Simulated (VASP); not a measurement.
Input of a VASP 6.6.1 run:

File POSCAR:

```
InPd
1.0
    3.2718847800      0.0000000000      0.0000000000
    0.0000000000      3.2718847800      0.0000000000
    0.0000000000      0.0000000000      3.2718847800
In Pd
1 1
Direct
    0.0000000000      0.0000000000      0.0000000000
    0.5000000000      0.5000000000      0.5000000000
```

INCAR.step1

```
SYSTEM = InPd
PREC     = Accurate       ! precision mode
ENCUT    = 520            ! plane-wave cutoff, eV
EDIFF    = 1E-5           ! SCF threshold, eV
ISMEAR   = -1             ! smearing method
SIGMA    = 0.05           ! smearing width, eV
LREAL    = .False.        ! projectors in reciprocal space
LASPH    = .True.         ! aspherical terms in the spheres
NELM     = 100            ! most SCF steps
ALGO     = Normal         ! electronic algorithm
ISIF     = 2              ! what is computed and relaxed
LWAVE    = .True.         ! write WAVECAR
LCHARG   = .False.        ! write CHGCAR
GGA      = PE             ! functional
NBANDS   = 18             ! bands
```

INCAR.step2

```
SYSTEM = InPd
PREC     = Accurate       ! precision mode
ENCUT    = 520            ! plane-wave cutoff, eV
EDIFF    = 1E-6           ! SCF threshold, eV
ISMEAR   = -1             ! smearing method
SIGMA    = 0.05           ! smearing width, eV
LREAL    = .False.        ! projectors in reciprocal space
LASPH    = .True.         ! aspherical terms in the spheres
NELM     = 100            ! most SCF steps
ALGO     = Normal         ! electronic algorithm
ISIF     = 2              ! what is computed and relaxed
LWAVE    = .False.        ! write WAVECAR
LCHARG   = .False.        ! write CHGCAR
GGA      = PE             ! functional
LHFCALC  = .True.         ! exact exchange
AEXX     = 0.25           ! exact-exchange fraction
HFSCREEN = 0.3            ! screening, 1/A
PRECFOCK = Normal       
ISTART   = 1            
NBANDS   = 18             ! bands
```

File KPOINTS:

```
Automatic mesh
0
Gamma
  4 4 4
  0 0 0
```

Potentials or basis: VASP PAW PBE potentials, release 64 (In_d, Pd).

Command:

```bash
$ cat potpaw_PBE.64/In_d/POTCAR potpaw_PBE.64/Pd/POTCAR > POTCAR
$ cp INCAR.step1 INCAR
$ mpirun -np 1 vasp_std > vasp.out
$ cp INCAR.step2 INCAR
$ mpirun -np 1 vasp_std > vasp.out
```

Problem. What does it give for the band gap on the k mesh?

Solution. Zero (an odd number of electrons rules out a gap without spin polarisation).

Problem. Predict the pressure.

Solution. 0.2 GPa.

Caveat: the k points lie up to 0.48 Å⁻¹ apart, too coarse for converged energies and pressures of a metal; the PAW data sets were made with another functional, which shifts forces and pressure a little; spin-orbit coupling is left out, which moves the levels of the heavy elements.
